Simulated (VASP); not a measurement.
Fe: relaxation of cell and atoms with PBE

The system is Fe.

```
Fe
1.0
     0.00000    1.74662    1.74662
     1.74662    0.00000    1.74662
     1.74662    1.74662    0.00000
Fe
1
Cartesian
  0.0000 0.0000 0.0000
```

This isn't the form of Fe at room conditions, which is bcc.

- Program: VASP 6.6.1
- Task: relaxation of cell and atoms
- Functional: PBE
- Potentials or basis: VASP PAW PBE potentials, release 64 (Fe)
- Cutoff: 600 eV
- k mesh: 18 × 18 × 18
- Occupations: fermi-dirac, width 0.1 eV
- Spin: collinear spin, ferromagnetic start
- Starting moments: [2.5] μB
- Target pressure: -1.8 GPa
- Dipole correction: no
- Further INCAR settings: ALGO = Normal; EDIFF = 1e-06; IBRION = 2; EDIFFG = -0.005; NSW = 60; ISIF = 3

* Relaxed volume: 10.65 Å³/atom
* Relaxed cell: a = 2.470 Å, b = 2.470 Å, c = 2.470 Å, α = 60.00°, β = 60.00°, γ = 60.00°
* Space group after relaxing (to 0.1 Å): Fm-3m (No. 225)
* Energy change on relaxing (the run minimises the enthalpy): -0.1 meV/atom
* Ionic steps: 3
* Pressure after relaxing: -1.8 GPa
* Net moment: 1.07 μB per cell
* Site moments: Fe +1.06 μB
* Valence electrons inside the program's atomic spheres: Fe 7.41

Final structure:
```yaml
crystal:
  lattice:
    - [0.00000, 1.74621, 1.74621]
    - [1.74621, 0.00000, 1.74621]
    - [1.74621, 1.74621, 0.00000]
  atoms:
    - { symbol: Fe, position: [0.00000, 0.00000, 0.00000] }
```

Levels at points of the mesh, in eV from the Fermi level:
Spin up:
```tsv
k point	band 2	band 3	band 4	band 5	band 6	band 7
(0.00, 0.00, 0.00)	-1.94	-1.94	-1.94	-0.89	-0.89	22.97
(0.50, 0.00, 0.00)	-2.25	-2.25	0.05	0.34	0.34	7.61
(0.50, 0.50, 0.00)	-4.31	0.06	0.74	0.74	3.01	10.85
```
Spin down:
```tsv
k point	band 2	band 3	band 4	band 5	band 6	band 7
(0.00, 0.00, 0.00)	-1.19	-1.19	-1.19	0.74	0.74	22.79
(0.50, 0.00, 0.00)	-1.07	-1.07	0.14	1.54	1.54	8.19
(0.50, 0.50, 0.00)	-3.71	1.62	1.62	1.76	3.11	11.67
```

Run time: 54 s on 1 thread of AMD EPYC 7R43 64-Core Processor (Zen 3), on a shared host, peak memory 0.13 GiB.

Caveat: the cell is relaxed towards a set pressure, so the run minimises the enthalpy, not the energy.
